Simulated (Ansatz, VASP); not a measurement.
## Al2O3: VASP beside Ansatz

File INCAR:

```
PREC = Accurate
ENCUT = 520
EDIFF = 1E-7
ISMEAR = 0
SIGMA = 0.05
LREAL = False
LASPH = True
NELM = 80
ALGO = Normal
ISIF = 2
LWAVE = False
LCHARG = False
GGA = PE
IVDW = 12
NBANDS = 20
```

KPOINTS

```
regular mesh
0
Gamma
  12 12 4
```

The input POSCAR:

```
Al2O3
1.0
    2.7977951999      0.0000000000      0.0000000000
   -1.3988976000      2.4229617176      0.0000000000
    0.0000000000      0.0000000000      9.0566518262
Al O
2 3
Direct
    0.0000000000      0.0000000000      0.1499923300
    0.0000000000      0.0000000000      0.8500076700
    0.3333333333      0.6666666667      0.2223169200
    0.6666666667      0.3333333333      0.0000000000
    0.3333333333      0.6666666667      0.7776830800
```

Input for Ansatz:

```yaml
crystal:
  lattice:
    - [2.7977951999, 0.0, 0.0]
    - [-1.3988976, 2.4229617176, 0.0]
    - [0.0, 0.0, 9.0566518262]
  atoms:
    - { symbol: Al, position: [0.0, 0.0, 0.14999233] }
    - { symbol: Al, position: [0.0, 0.0, 0.85000767] }
    - { symbol: O, position: [0.3333333333, 0.6666666667, 0.22231692] }
    - { symbol: O, position: [0.6666666667, 0.3333333333, 0.0] }
    - { symbol: O, position: [0.3333333333, 0.6666666667, 0.77768308] }
basis:
  ecutwfc: 420
kpoints:
  mp_grid: { grid: [12, 12, 4] }
hamiltonian:
  xc: pbe
  dispersion: d3bj
scf:
  occupations: { method: gaussian, width: 0.05 }
output:
  forces: true
  stress: true
  eigenvalues: true
```

Change from the starting cell: strain -0.030 along x and y, -0.030 along z, atoms carried along.

Alike in both runs: task single point; functional PBE; dispersion D3(BJ); k mesh 12 × 12 × 4; occupations gaussian, width 0.05 eV; no spin polarisation.

|  | VASP | Ansatz |
| --- | --- | --- |
| version | VASP 6.6.1 | Ansatz 0.2.0 |
| potentials or method | VASP PAW PBE potentials, release 64 (Al, O), cutoff 520 eV | scalar-relativistic, plane waves, PAW |
| valence electrons in the cell | 24 | 24 |

Ansatz gave:

```
gap on the k mesh at the Fermi level (eV)                     : 5.60
least direct gap on the mesh (eV)                             : 5.88
pressure (GPa)                                                : 13.4
traceless stress, the component that is largest in VASP (GPa) : -4.58
rms of the force components (eV/Å)                            : 0.473
```

Q: Estimate VASP's values.

A: gap on the k mesh at the Fermi level (eV): 5.58; least direct gap on the mesh (eV): 5.87; pressure (GPa): 13.5; traceless stress, the component that is largest in VASP (GPa): -4.89; rms of the force components (eV/Å): 0.460.

Atom by atom the forces differ by 0.016 eV/Å (rms over components).
